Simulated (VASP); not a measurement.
Sn, 4 atoms in the cell. Symmetry: P6_3/mmc, No. 194, hexagonal system. The conventional cell has a = 3.389 Å, b = 3.389 Å, c = 11.198 Å, α = 90.00°, β = 90.00°, γ = 120.00°. Sn (site symmetry -3m) has 12 Sn at 3.39 to 3.42 Å within 4.5 Å. Within 4.5 Å of Sn (site symmetry -6m2) lie 12 Sn at 3.39 to 3.42 Å. This isn't the form of Sn at room conditions, which is tetragonal (white tin).

* Program: VASP 6.6.1
* Task: single point
* Functional: PBE
* Potentials or basis: VASP PAW PBE potentials, release 64 (Sn_d)
* Cutoff: 500 eV
* k mesh: 14 × 14 × 4
* Occupations: fermi-dirac, width 0.1 eV
* Spin: no spin polarisation
* Dipole correction: no
* Further INCAR settings: ALGO = Normal; EDIFF = 1e-06; NBANDS = 36

Potentials or basis: VASP PAW PBE potentials, release 64 (Sn_d).

Run with:

```bash
$ cat potpaw_PBE.64/Sn_d/POTCAR > POTCAR
$ mpirun -np 1 vasp_std > vasp.out
```

Hardware: 1 thread of AMD EPYC 7R43 64-Core Processor (Zen 3) (shared host).

How long does it take, and how much memory?

Run time: 5.6 min on 1 thread of AMD EPYC 7R43 64-Core Processor (Zen 3) (shared host), peak memory 0.32 GiB. Counts: scf iterations 11, k points 72.
